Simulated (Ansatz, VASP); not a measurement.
Ca3SiS: VASP beside Ansatz

```
Ca Si S
1.0
     5.50496    0.00000    0.00000
     0.00000    5.50496    0.00000
     0.00000    0.00000    5.50496
Ca Si S
3 1 1
Direct
  0.00000 0.50000 0.50000
  0.50000 0.00000 0.50000
  0.50000 0.50000 0.00000
  0.50000 0.50000 0.50000
  0.00000 0.00000 0.00000
```

Alike in both runs: functional PBE; k mesh 4 × 4 × 4; occupations gaussian, width 0.1 eV; no spin polarisation.

Ansatz relaxed the structure, and its values are those at the end. VASP's run is a single point on that final structure, the one shown.

|  | VASP | Ansatz |
| --- | --- | --- |
| version | VASP 6.6.1 | Ansatz 0.2.0 |
| potentials or method | VASP PAW PBE potentials, release 64 (Ca_sv, Si, S), cutoff 500 eV | scalar-relativistic, plane waves, PAW |
| valence electrons in the cell | 40 | 40 |

```csv
,VASP,Ansatz,Ansatz less VASP
gap on the k mesh at the Fermi level (eV),none,none,-
pressure (GPa),0.1,0.1,-0.05
```

A gap of «none» marks a metal or a gap that the smearing closes.
